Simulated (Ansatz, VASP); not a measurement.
**WSe2 in VASP and in Ansatz**

Contents of INCAR:

```
PREC = Accurate
ENCUT = 520
EDIFF = 1E-7
ISMEAR = 0
SIGMA = 0.05
LREAL = F
LASPH = T
NELM = 80
ALGO = Normal
ISIF = 2
LWAVE = F
LCHARG = T
GGA = PS
LELF = T
LVHAR = T
NBANDS = 20
```

The input KPOINTS:

```
regular mesh
0
Gamma
  12 12 2
```

POSCAR

```
WSe2
1.0
    3.3683602588      0.0000000000      0.0000000000
   -1.6841801294      2.9170855532      0.0000000000
    0.0000000000      0.0000000000     16.4112988180
W Se
1 2
Direct
    0.0000000000      0.0000000000      0.0000000000
    0.3333333333      0.6666666667      0.1003992715
    0.3333333333      0.6666666667      0.8996007285
```

Input for Ansatz:

```yaml
crystal:
  lattice:
    - [3.3683602588, 0.0, 0.0]
    - [-1.6841801294, 2.9170855532, 0.0]
    - [0.0, 0.0, 16.411298818]
  atoms:
    - { symbol: W, position: [0.0, 0.0, 0.0] }
    - { symbol: Se, position: [0.3333333333, 0.6666666667, 0.1003992715] }
    - { symbol: Se, position: [0.3333333333, 0.6666666667, 0.8996007285] }
basis:
  ecutwfc: 420
kpoints:
  mp_grid: { grid: [12, 12, 2] }
hamiltonian:
  xc: pbesol
scf:
  occupations: { method: gaussian, width: 0.05 }
output:
  forces: true
  stress: true
  eigenvalues: true
```

Change from the starting cell: strain +0.030 along x and y, -0.015 along z, atoms carried along.

Alike in both runs: task single point; functional PBEsol; k mesh 12 × 12 × 2; occupations gaussian, width 0.05 eV; no spin polarisation.

|  | VASP | Ansatz |
| --- | --- | --- |
| version | VASP 6.6.1 | Ansatz 0.2.0 |
| potentials or method | VASP PAW PBE potentials, release 64 (W_sv, Se), cutoff 520 eV | scalar-relativistic, plane waves, PAW |
| valence electrons in the cell | 26 | 46 |

|  | VASP | Ansatz | Ansatz less VASP |
| --- | --- | --- | --- |
| gap on the k mesh at the Fermi level (eV) | 1.35 | 1.35 | +0.003 |
| least direct gap on the mesh (eV) | 1.35 | 1.35 | +0.003 |
| rms of the force components (eV/Å) | 0.065 | 0.090 | +0.0252 |

VASP's potentials were made for PBE, not for PBEsol. Atom by atom the forces differ by 0.025 eV/Å (rms over components). VASP's potentials hold 26 valence electrons a cell and Ansatz's 46, so a difference there can come from the potentials and not from the codes.

Neither program's run includes spin-orbit coupling.
